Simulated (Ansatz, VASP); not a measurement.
## Pt: VASP beside Ansatz

```xyz
1
Lattice="1.9597 1.9597 0.0000 -1.9597 1.9597 0.0000 0.0000 1.9597 1.9597" Properties=species:S:1:pos:R:3 pbc="T T T"
Pt    0.0000    0.0000    0.0000
```

Alike in both runs: functional PBEsol; k mesh 14 × 14 × 14; occupations fermi-dirac, width 0.1 eV; no spin polarisation.

Ansatz relaxed the structure, and its values are those at the end. VASP's run is a single point on that final structure, the one shown.

|  | VASP | Ansatz |
| --- | --- | --- |
| version | VASP 6.6.1 | Ansatz 0.2.0 |
| potentials or method | VASP PAW PBE potentials, release 64 (Pt) | PAW with Ansatz's default frozen-core files, scalar-relativistic |
| plane-wave cutoff (eV) | 500 | 420 |
| valence electrons in the cell | 10 | 18 |

VASP gave:

| Item | Value |
| --- | --- |
| pressure (GPa) | -0.4 |

Q: Estimate Ansatz's values.

A: Pressure (GPa): 0.0.

VASP's potentials were made for PBE, not for PBEsol. With one functional, cell and mesh, what is left measures potentials, basis and numerics. VASP's potentials hold 10 valence electrons a cell and Ansatz's 18, so a difference there can come from the potentials and not from the codes.

Neither program's run includes spin-orbit coupling.
